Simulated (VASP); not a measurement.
# Pt (I4/mmm) in VASP: further runs, part 2 of 2

VASP 6.6.1. Earlier steps stand in the parts before.

**3. Relaxation of cell and atoms, PBE**

This run uses another cell than the first one, of 15.82 Å³/atom.

INCAR

```
SYSTEM = Pt
ALGO     = Fast           ! electronic algorithm
EDIFF    = 1E-6           ! SCF threshold, eV
EDIFFG   = -0.01          ! ionic threshold
ENCUT    = 600            ! plane-wave cutoff, eV
GGA      = PE             ! functional
IBRION   = 2              ! ionic algorithm
ISIF     = 3              ! what is computed and relaxed
ISMEAR   = 0              ! smearing method
LASPH    = .True.         ! aspherical terms in the spheres
LCHARG   = .False.        ! write CHGCAR
LREAL    = .False.        ! projectors in reciprocal space
LWAVE    = .False.        ! write WAVECAR
NELM     = 80             ! most SCF steps
NSW      = 100            ! ionic steps
PREC     = Accurate       ! precision mode
SIGMA    = 0.1            ! smearing width, eV
```

KPOINTS

```
k-points
0
Gamma
  26 26 26
  0 0 0
```

POSCAR

```
Pt
1.0
   -1.7003472000      1.7003472000      1.3678842000
    1.7003472000     -1.7003472000      1.3678842000
    1.7003472000      1.7003472000     -1.3678842000
Pt
1
Direct
    0.5000000000      0.5000000000      0.0000000000
```

Potentials or basis: VASP PAW PBE potentials, release 64 (Pt).

Run with:

```bash
> cat potpaw_PBE.64/Pt/POTCAR > POTCAR
> mpirun -np 1 vasp_std > vasp.out
```

OUTCAR:

```text
SYSTEM = Pt
   EDIFF = 1E-6
   EDIFFG = -0.01
   ENCUT = 600
   GGA = PE
   IBRION = 2
   ISIF = 3
   ISMEAR = 0
   LASPH = .True.
   LREAL = .False.
   NELM = 80
   NSW = 100
   PREC = Accurate

 ion  position               nearest neighbor table
   1  0.500  0.500  0.000-

  LATTYP: Found a body centered tetragonal cell.
 ALAT       =     3.4006944000
 C/A-ratio  =     0.8044734628

  Lattice vectors:

 A1 = (  -1.7003472000,   1.7003472000,   1.3678842000)
 A2 = (   1.7003472000,  -1.7003472000,   1.3678842000)
 A3 = (   1.7003472000,   1.7003472000,  -1.3678842000)

Analysis of symmetry for initial positions (statically):
=====================================================================
 Subroutine PRICEL returns:
 Original cell was already a primitive cell.

 Routine SETGRP: Setting up the symmetry group for a
 body centered tetragonal supercell.

 Subroutine GETGRP returns: Found 16 space group operations
 (whereof 16 operations were pure point group operations)
 out of a pool of 16 trial point group operations.

The static configuration has the point symmetry D_4h.

Analysis of symmetry for dynamics (positions and initial velocities):
=====================================================================
 Subroutine PRICEL returns:
 Original cell was already a primitive cell.

 Routine SETGRP: Setting up the symmetry group for a
 body centered tetragonal supercell.

 Subroutine GETGRP returns: Found 16 space group operations
 (whereof 16 operations were pure point group operations)
 out of a pool of 16 trial point group operations.

The dynamic configuration has the point symmetry D_4h.

 Subroutine INISYM returns: Found 16 space group operations
 (whereof 16 operations are pure point group operations),
 and found     1 'primitive' translations

----------------------------------------------------------------------------------------

                                     Primitive cell

  volume of cell :      15.8192

  direct lattice vectors                    reciprocal lattice vectors
    -1.700347200  1.700347200  1.367884200     0.000000000  0.294057590  0.365528018
     1.700347200 -1.700347200  1.367884200     0.294057590  0.000000000  0.365528018
     1.700347200  1.700347200 -1.367884200     0.294057590  0.294057590  0.000000000

  length of vectors
     2.766490265  2.766490265  2.766490265     0.469127486  0.469127486  0.415860232

  position of ions in fractional coordinates (direct lattice)
     0.500000000  0.500000000  0.000000000

  ion indices of the primitive-cell ions
   primitive index   ion index
                 1           1

----------------------------------------------------------------------------------------

 KPOINTS: k-points

Automatic generation of k-mesh.
 Grid dimensions read from file:
 generate k-points for:   26   26   26

 Generating k-lattice:

  Cartesian coordinates                     Fractional coordinates (reciprocal lattice)
     0.000000000  0.011309907  0.014058770     0.038461538 -0.000000000  0.000000000
     0.011309907  0.000000000  0.014058770    -0.000000000  0.038461538  0.000000000
     0.011309907  0.011309907  0.000000000     0.000000000  0.000000000  0.038461538

  Length of vectors
[... 45 lines left out ...]
 SYSTEM =  Pt
   PREC   = accura    normal or accurate (medium, high low for compatibility)
   ISTART =      0    job   : 0-new  1-cont  2-samecut
   ICHARG =      2    charge: 1-file 2-atom 10-const
   ISPIN  =      1    spin polarized calculation?
   LNONCOLLINEAR =      F non collinear calculations
   LSORBIT =      F    spin-orbit coupling
   LASPH  =      T    aspherical Exc in radial PAW
   ENCUT  =  600.0 eV  44.10 Ry    6.64 a.u.   5.53  5.53  5.53*2*pi/ulx,y,z
   NELM   =     80;   NELMIN=  2; NELMDL= -5     # of ELM steps
   EDIFF  = 0.1E-05   stopping-criterion for ELM
   LREAL  =      F    real-space projection
   EDIFFG = -.1E-01   stopping-criterion for IOM
   NSW    =    100    number of steps for IOM
   IBRION =      2    ionic relax: 0-MD 1-quasi-New 2-CG
   NFREE  =      1    steps in history (QN), initial steepest desc. (CG)
   ISIF   =      3    stress and relaxation
   ISYM   =      2    0-nonsym 1-usesym 2-fastsym
   POTIM  = 0.5000    time-step for ionic-motion
   TEBEG  =    0.0;   TEEND  =   0.0 temperature during run
   PSTRESS=    0.0 pullay stress
   NELECT =      10.0000    total number of electrons
   NUPDOWN=      -1.0000    fix difference up-down
   EMIN   =  10.00;   EMAX   =-10.00  energy-range for DOS
   EFERMI =   0.00;   METHOD = LEGACY
   ISMEAR =     0;   SIGMA  =   0.10  broadening in eV -4-tet -1-fermi 0-gaus
   EFERMI_NEDOS =   21; number of points for ismear=-14 and -15
   IALGO  =     68    algorithm
   IMIX   =      4    mixing-type and parameters
     AMIX     =   0.40;   BMIX     =  1.00
     AMIX_MAG =   1.60;   BMIX_MAG =  1.00
  volume/ion in A,a.u.               =      15.82       106.75
  Fermi-wavevector in a.u.,A,eV,Ry     =   1.405012  2.655087 26.858693  1.974058
  Thomas-Fermi vector in A             =   2.527516
   LORBIT       =      0    0 simple, 1 ext, 2 COOP (PROOUT), +10 PAW based schemes
   GGA     = PE    functional components
   LHFCALC =     F    Hartree Fock is set to
   AEXX    =    0.0000 exact exchange contribution
   IVDW    =     0    specifies the selected vdW correction
   LEPSILON=     F    determine dielectric tensor
   LRPA    =     F    only Hartree local field effects (RPA)
 conjugate gradient relaxation of ions
 non-spin polarized calculation
 RMM-DIIS sequential band-by-band and
 Gauss-broadening in eV      SIGMA  =   0.10
  energy-cutoff  :      600.00
  volume of cell :       15.82
 maximum number of plane-waves:       546
 NGX is ok and might be reduce to    24
   NGX = 11   NGY = 11   NGZ = 11

--------------------------------------- Ionic step        1  -------------------------------------------

 number of electron      10.0000001 magnetization

 Free energy of the ion-electron system (eV)
  ---------------------------------------------------
  ext. energy  EPLUGINS =         0.00000000
  ---------------------------------------------------
  free energy    TOTEN  =        -6.09463729 eV

  energy without entropy =       -6.08882049  energy(sigma->0) =       -6.09172889

------------------------ aborting loop because EDIFF is reached ----------------------------------------

  FORCE on cell =-STRESS in cart. coord.  units (eV):
  Direction    XX          YY          ZZ          XY          YZ          ZX
  --------------------------------------------------------------------------------------
  -------------------------------------------------------------------------------------
  Total       -0.0414685     -0.0414685     -0.0416734      0.0000000     -0.0000000      0.0000000
  in kB       -4.1999504     -4.1999504     -4.2207033      0.0000000     -0.0000000      0.0000000
  external PRESSURE =      -4.2068681 kB  Pullay stress =       0.0000000 kB
[... 57 lines left out ...]
--------------------------------------- Ionic step        3  -------------------------------------------

 number of electron      10.0000001 magnetization

 Free energy of the ion-electron system (eV)
  ---------------------------------------------------
  ext. energy  EPLUGINS =         0.00000000
  ---------------------------------------------------
  free energy    TOTEN  =        -6.09467167 eV

  energy without entropy =       -6.08887263  energy(sigma->0) =       -6.09177215

 E-fermi :  10.3726     XC(G=0): -13.2006

 val. band max:       10.3722341118   @ k =  -0.3462  -0.3846   0.1538
 cond. band min:      10.3738625829   @ k =  -0.1538  -0.4231   0.1538
 fundamental gap:      0.0016284711
 Fermi energy:        10.3725533313

 k-point     1 :       0.0000    0.0000    0.0000
  band No.  band energies     occupation
      1       0.6925      2.00000
      2       5.6724      2.00000
      3       7.2941      2.00000
      4       7.6990      2.00000
      5       7.6990      2.00000
      6      10.0001      2.00000
      7      25.9222      0.00000
      8      25.9222      0.00000
      9      31.0728      0.00000
[... 265 lines left out ...]
 k-point    24 :       0.3846    0.0385    0.0000
  band No.  band energies     occupation
      1       3.8019      2.00000
      2       4.9305      2.00000
      3       8.7204      2.00000
      4       9.4171      2.00000
      5      10.5006      0.07025
      6      10.6359      0.00020
      7      19.5460      0.00000
      8      23.5676      0.00000
      9      25.3923      0.00000

 [... further k-points ...]

------------------------ aborting loop because EDIFF is reached ----------------------------------------

  FORCE on cell =-STRESS in cart. coord.  units (eV):
  Direction    XX          YY          ZZ          XY          YZ          ZX
  --------------------------------------------------------------------------------------
  -------------------------------------------------------------------------------------
  Total       -0.0016579     -0.0016579      0.0049875      0.0000000      0.0000000      0.0000000
  in kB       -0.1682060     -0.1682060      0.5060098      0.0000000      0.0000000      0.0000000
  external PRESSURE =       0.0565326 kB  Pullay stress =       0.0000000 kB
[... 16 lines left out ...]
  FREE ENERGIE OF THE ION-ELECTRON SYSTEM (eV)
  ---------------------------------------------------
  free  energy   TOTEN  =        -6.0946716730 eV

  energy  without entropy=       -6.0888726262  energy(sigma->0) =       -6.09177215

 reached required accuracy - stopping structural energy minimisation
```

Wall time 3.8 min (1 thread of Intel Xeon Platinum 8488C (Sapphire Rapids), shared host); peak memory 0.38 GiB.

Results:

```yaml
Free_energy: -6.0947 eV
Relaxed_volume: 15.79 Å³/atom
Relaxed_cell: a = 2.765 Å, b = 2.765 Å, c = 2.765 Å, α = 104.15°, β = 104.15°, γ = 120.73°
Space_group_after_relaxing_to_0.1_Å: I4/mmm (No. 139)
Energy_gained_by_relaxing: 0.0 meV/atom
Ionic_steps: 3
Pressure_after_relaxing: 0.0 GPa
Band_gap_on_the_k_mesh: zero (bands 5 and 6 overlap by 2.06 eV)
```

Final structure:
```
CELL_PARAMETERS angstrom
-1.69937 1.69937 1.36709
1.69937 -1.69937 1.36709
1.69937 1.69937 -1.36709
ATOMIC_POSITIONS crystal
Pt 0.50000 0.50000 0.00000
```

Caveat: spin-orbit coupling is left out, which moves the levels of the heavy elements.
